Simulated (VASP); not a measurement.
A run of VASP 6.6.1 is set up as follows.

File INCAR:

```
SYSTEM = BP
PREC = Accurate
ENCUT = 520
EDIFF = 1E-6
ISMEAR = 0
SIGMA = 0.05
LREAL = .False.
LASPH = .True.
NELM = 80
ALGO = Normal
ISIF = 2
LWAVE = .False.
LCHARG = .False.
GGA = PS
IVDW = 12
NBANDS = 11
```

Contents of KPOINTS:

```
Automatic mesh
0
Gamma
  8 8 8
  0 0 0
```

POSCAR

```
BP
1.0
    0.0000000000      2.2413815878      2.2413815878
    2.2413815878      0.0000000000      2.2413815878
    2.2413815878      2.2413815878      0.0000000000
B P
1 1
Direct
    0.0000000000      0.0000000000      0.0000000000
    0.7500000000      0.7500000000      0.7500000000
```

Potentials or basis: VASP PAW PBE potentials, release 64 (B, P).

The run is started by

```sh
$ cat potpaw_PBE.64/B/POTCAR potpaw_PBE.64/P/POTCAR > POTCAR
$ mpirun -np 1 vasp_std > vasp.out
```

(1) Predict the pressure.

(2) Predict the dispersion energy per atom.

Results:

(1) 0.8 GPa.

(2) -0.260 eV.

Caveat: the PAW data sets were made with another functional, which shifts forces and pressure a little.
